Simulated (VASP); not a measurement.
A run of VASP 6.6.1 is set up as follows.

File INCAR:

```
SYSTEM = Co
ALGO = Normal ; EDIFF = 1E-6
ENCUT = 520 ; GGA = PE
ISIF = 2 ; ISMEAR = -1
ISPIN = 2 ; LASPH = .TRUE.
LCHARG = .TRUE. ; LELF = .TRUE.
LMAXMIX = 4 ; LORBIT = 11
LREAL = .FALSE. ; LVHAR = .TRUE.
LWAVE = .FALSE. ; MAGMOM = 1.7 1.7
NBANDS = 20 ; NELM = 150
PREC = Accurate ; SIGMA = 0.05
```

The input KPOINTS:

```
k-points
0
G
  15 15 15
  0 0 0
```

Contents of POSCAR:

```
Co
1.0
    0.0000000000      2.4694362903      2.4694362903
    2.4694362903      0.0000000000      2.4694362903
    2.4694362903      2.4694362903      0.0000000000
Co
2
Direct
   -0.1250000000     -0.1250000000     -0.1250000000
    0.1250000000      0.1250000000      0.1250000000
```

Potentials or basis: VASP PAW PBE potentials, release 64 (Co).

Command:

```sh
$ cat potpaw_PBE.64/Co/POTCAR > POTCAR
$ mpirun -np 1 vasp_std > vasp.out
```

Predict the net moment.

1.88 μB per cell.

What does it give for the pressure?

1.7 GPa.
